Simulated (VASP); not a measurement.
# CdSe (Cadmoselite) (P6_3mc) in VASP: notebook, part 2 of 2

VASP 6.6.1. Earlier steps stand in the parts before.

## (4) Single point, r2SCAN

This run uses another cell than the first one, of 25.95 Å³/atom, 1.087 times its volume.

POSCAR reads:

```
CdSe
1.0
    4.1838312487      0.0000000000      0.0000000000
   -2.0919156244      3.6233041465      0.0000000000
    0.0000000000      0.0000000000      6.8465160370
Cd Se
2 2
Direct
    0.3333333333      0.6666666667      0.0051525361
    0.6666666667      0.3333333333      0.5051525361
    0.3333333333      0.6666666667      0.3798474639
    0.6666666667      0.3333333333      0.8798474639
```

INCAR.step1 reads:

```
PREC     = Accurate       # precision mode
ENCUT    = 520            # plane-wave cutoff, eV
ISMEAR   = 0              # smearing method
SIGMA    = 0.01           # smearing width, eV
LREAL    = False          # projectors in reciprocal space
LASPH    = True           # aspherical terms in the spheres
NELM     = 100            # most SCF steps
NBANDS   = 26             # bands
GGA      = PE             # functional
ALGO     = Normal         # electronic algorithm
EDIFF    = 1E-4           # SCF threshold, eV
LWAVE    = True           # write WAVECAR
LCHARG   = False          # write CHGCAR
```

INCAR.step2 reads:

```
PREC     = Accurate       # precision mode
ENCUT    = 520            # plane-wave cutoff, eV
EDIFF    = 1E-7           # SCF threshold, eV
ISMEAR   = 0              # smearing method
SIGMA    = 0.01           # smearing width, eV
LREAL    = False          # projectors in reciprocal space
LASPH    = True           # aspherical terms in the spheres
NELM     = 100            # most SCF steps
ALGO     = Normal         # electronic algorithm
ISIF     = 2              # what is computed and relaxed
LWAVE    = False          # write WAVECAR
LCHARG   = False          # write CHGCAR
METAGGA  = R2SCAN         # meta-GGA
LMIXTAU  = True         
NBANDS   = 26             # bands
ISTART   = 1
```

KPOINTS reads:

```
Automatic mesh
0
Gamma
  6 6 4
```

The run is started by

```console
$ cat potpaw_PBE.64/Cd/POTCAR potpaw_PBE.64/Se/POTCAR > POTCAR
$ cp INCAR.step1 INCAR
$ mpirun -np 1 vasp_std > vasp.out
$ cp INCAR.step2 INCAR
$ mpirun -np 1 vasp_std > vasp.out
```

It took 1.7 min on 1 thread of Intel Xeon 6975P-C (Granite Rapids), shared host; peak memory 0.25 GiB.

The run converged. Its results:

```
Free energy            : -71.5756 eV
Pressure               : 7.4 GPa
Band gap on the k mesh : 1.34 eV, direct
```

Levels at points of the mesh, in eV from the valence-band top:
| k point | band 14 | band 15 | band 16 | band 17 | band 18 | band 19 | band 20 | band 21 | band 22 | band 23 |
| --- | --- | --- | --- | --- | --- | --- | --- | --- | --- | --- |
| (0.00, 0.00, 0.00) | -0.90 | -0.90 | -0.08 | 0.00 | 0.00 | 1.34 | 2.78 | 6.37 | 6.37 | 6.65 |
| (0.50, 0.00, 0.00) | -4.01 | -3.10 | -2.19 | -1.59 | -0.89 | 3.69 | 3.84 | 5.03 | 6.92 | 6.93 |
| (0.00, 0.00, 0.50) | -2.88 | -0.47 | -0.47 | -0.47 | -0.47 | 3.01 | 3.01 | 6.43 | 6.43 | 6.79 |
| (0.50, 0.00, 0.50) | -4.70 | -1.61 | -1.61 | -1.59 | -1.59 | 3.35 | 3.35 | 5.28 | 5.28 | 8.47 |

Caveat: the PAW data sets were made with another functional, which shifts forces and pressure a little.

## (5) Single point, r2SCAN

This run uses another cell than the first one, of 27.01 Å³/atom, 1.131 times its volume.

POSCAR reads:

```
CdSe
1.0
    4.2431348489      0.0000000000      0.0000000000
   -2.1215674244      3.6746625708      0.0000000000
    0.0000000000      0.0000000000      6.9286790940
Cd Se
2 2
Direct
    0.3333333333      0.6666666667      0.0048177748
    0.6666666667      0.3333333333      0.5048177748
    0.3333333333      0.6666666667      0.3801822252
    0.6666666667      0.3333333333      0.8801822252
```

INCAR.step1 reads:

```
SYSTEM = CdSe
PREC = Accurate
ENCUT = 520
ISMEAR = 0
SIGMA = 0.01
LREAL = .False.
LASPH = .True.
NELM = 60
NBANDS = 26
GGA = PE
ALGO = Normal
EDIFF = 1E-4
LWAVE = .True.
LCHARG = .False.
```

INCAR.step2 reads:

```
SYSTEM = CdSe
PREC = Accurate
ENCUT = 520
EDIFF = 1E-6
ISMEAR = 0
SIGMA = 0.01
LREAL = .False.
LASPH = .True.
NELM = 60
ALGO = Normal
ISIF = 2
LWAVE = .False.
LCHARG = .True.
METAGGA = R2SCAN
LMIXTAU = .True.
LELF = .True.
LVHAR = .True.
NBANDS = 26
ISTART = 1
```

KPOINTS reads:

```
regular mesh
0
Gamma
  6 6 4
  0 0 0
```

The run is started by

```console
$ cat potpaw_PBE.64/Cd/POTCAR potpaw_PBE.64/Se/POTCAR > POTCAR
$ cp INCAR.step1 INCAR
$ mpirun -np 1 vasp_std > vasp.out
$ cp INCAR.step2 INCAR
$ mpirun -np 1 vasp_std > vasp.out
```

Wall time 91 s (1 thread of Intel Xeon 6975P-C (Granite Rapids), shared host); peak memory 0.26 GiB.

Results (log left out):

| Quantity | Value |
| --- | --- |
| Free energy | -71.7294 eV |
| Pressure | 4.3 GPa |
| Band gap on the k mesh | 1.25 eV, direct |

Levels at points of the mesh, in eV from the valence-band top:
```
           k point  band 14  band 15  band 16  band 17  band 18  band 19  band 20  band 21  band 22  band 23
(0.00, 0.00, 0.00)    -0.84    -0.84    -0.06     0.00     0.00     1.25     2.73     6.38     6.38     6.68
(0.50, 0.00, 0.00)    -3.82    -2.89    -2.04    -1.47    -0.83     3.70     3.77     5.06     6.80     6.93
(0.00, 0.00, 0.50)    -2.75    -0.44    -0.44    -0.44    -0.44     2.93     2.93     6.38     6.38     6.78
(0.50, 0.00, 0.50)    -4.46    -1.49    -1.49    -1.48    -1.48     3.35     3.35     5.29     5.29     8.34
```

Caveat: the PAW data sets were made with another functional, which shifts forces and pressure a little.

## (6) Single point, r2SCAN

This run uses another cell than the first one, of 27.01 Å³/atom, 1.131 times its volume.

POSCAR is that of step 5.

INCAR.step1 reads:

```
ALGO = Normal
EDIFF = 1E-4
ENCUT = 520
GGA = PE
ISMEAR = 0
LASPH = T
LCHARG = F
LREAL = F
LWAVE = T
NBANDS = 26
NELM = 80
PREC = Accurate
SIGMA = 0.01
```

INCAR.step2 reads:

```
ALGO = Normal
EDIFF = 1E-6
ENCUT = 520
ISIF = 2
ISMEAR = 0
ISTART = 1
LASPH = T
LCHARG = F
LMIXTAU = T
LREAL = F
LWAVE = F
METAGGA = R2SCAN
NBANDS = 26
NELM = 80
PREC = Accurate
SIGMA = 0.01
```

KPOINTS reads:

```
k-points
0
Gamma
  6 6 4
```

Potentials or basis: VASP PAW PBE potentials, release 64 (Cd, Se).

The run is started by

```console
$ cat potpaw_PBE.64/Cd/POTCAR potpaw_PBE.64/Se/POTCAR > POTCAR
$ cp INCAR.step1 INCAR
$ mpirun -np 1 vasp_std > vasp.out
$ cp INCAR.step2 INCAR
$ mpirun -np 1 vasp_std > vasp.out
```

Wall time 1.8 min (1 thread of Intel Xeon 6975P-C (Granite Rapids), shared host); peak memory 0.25 GiB.

It converged, with:

```yaml
Free_energy: -71.7294 eV
Pressure: 4.3 GPa
Band_gap_on_the_k_mesh: 1.25 eV, direct
```

Levels at points of the mesh, in eV from the valence-band top:
| k point | band 16 | band 17 | band 18 | band 19 | band 20 | band 21 |
| --- | --- | --- | --- | --- | --- | --- |
| (0.00, 0.00, 0.00) | -0.06 | 0.00 | 0.00 | 1.25 | 2.73 | 6.38 |
| (0.50, 0.00, 0.00) | -2.04 | -1.47 | -0.83 | 3.70 | 3.77 | 5.06 |
| (0.00, 0.00, 0.50) | -0.44 | -0.44 | -0.44 | 2.93 | 2.93 | 6.38 |
| (0.50, 0.00, 0.50) | -1.49 | -1.48 | -1.48 | 3.35 | 3.35 | 5.29 |

Caveat: the PAW data sets were made with another functional, which shifts forces and pressure a little. r2SCAN opens gaps a little over a GGA but as a rule still falls short of measured ones.

## (7) Overview

| cell | gap on the mesh (eV) | pressure (GPa) |
| --- | --- | --- |
| a = 4.051, b = 4.051, c = 6.720 Å, angles 90.0, 90.0, 120.0°, 4 atoms | 1.49 | 15.6 |
| a = 4.132, b = 4.132, c = 6.781 Å, angles 90.0, 90.0, 120.0°, 4 atoms | 1.41 | 10.5 |
| a = 4.184, b = 4.184, c = 6.847 Å, angles 90.0, 90.0, 120.0°, 4 atoms | 1.34 | 7.4 |
| a = 4.243, b = 4.243, c = 6.929 Å, angles 90.0, 90.0, 120.0°, 4 atoms | 1.25 | 4.3 |

Alike in all rows: task single point; level r2SCAN; potentials or basis VASP PAW PBE potentials, release 64 (Cd, Se); no spin polarisation; k mesh 6 × 6 × 4; cutoff (eV) 520; smearing gaussian 0.01 eV.

Caveats: the PAW data sets were made with another functional, which shifts forces and pressure a little.

Total energies depend on the potentials used, so only differences within one code and one set of settings carry meaning.
